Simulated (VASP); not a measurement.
TiAl2: single point with PBEsol

TiAl2:

```
CELL_PARAMETERS angstrom
1.97955 -6.04720 0.00000
1.97955 6.04720 0.00000
0.00000 0.00000 4.03150
ATOMIC_POSITIONS crystal
Ti 0.64900 0.35100 0.00000
Ti 0.35100 0.64900 0.00000
Al 0.00000 0.00000 0.00000
Al 0.82400 0.17600 0.50000
Al 0.17600 0.82400 0.50000
Al 0.50000 0.50000 0.50000
```

```json
{
 "Program": "VASP 6.6.1",
 "Task": "single point",
 "Functional": "PBEsol",
 "Potentials or basis": "VASP PAW PBE potentials, release 64 (Ti_sv, Al)",
 "Cutoff": "520 eV",
 "k mesh": "10 × 10 × 8, shifted",
 "Occupations": "gaussian, width 0.1 eV",
 "Spin": "no spin polarisation"
}
```

```yaml
Pressure: -2.7 GPa
Largest_force: 0.860 eV/Å
Band_gap_on_the_k_mesh: zero (bands 18 and 19 overlap by 0.94 eV)
```

Forces in eV/Å, atoms in the order of the input:
```
Ti   0.000 -0.860  0.000
Ti   0.000  0.860  0.000
Al   0.000  0.000  0.000
Al   0.000 -0.194  0.000
Al   0.000  0.194  0.000
Al   0.000  0.000  0.000
```

Stress tensor (GPa, compression positive):
```
-2.88  0.00  0.00
 0.00 -1.06  0.00
 0.00  0.00 -4.24
```

Levels at points of the mesh, in eV from the Fermi level:
```tsv
k point	band 15	band 16	band 17	band 18	band 19	band 20	band 21	band 22
(0.05, 0.05, 0.06)	-1.42	-0.75	-0.54	-0.09	0.09	0.89	1.00	1.04
```

Run time: 9.3 min on 1 thread of Intel(R) Xeon(R) 6975P-C (Granite Rapids), with other jobs on the host, peak memory 0.43 GiB.

Caveat: the PAW data sets were made with another functional, which shifts forces and pressure a little.
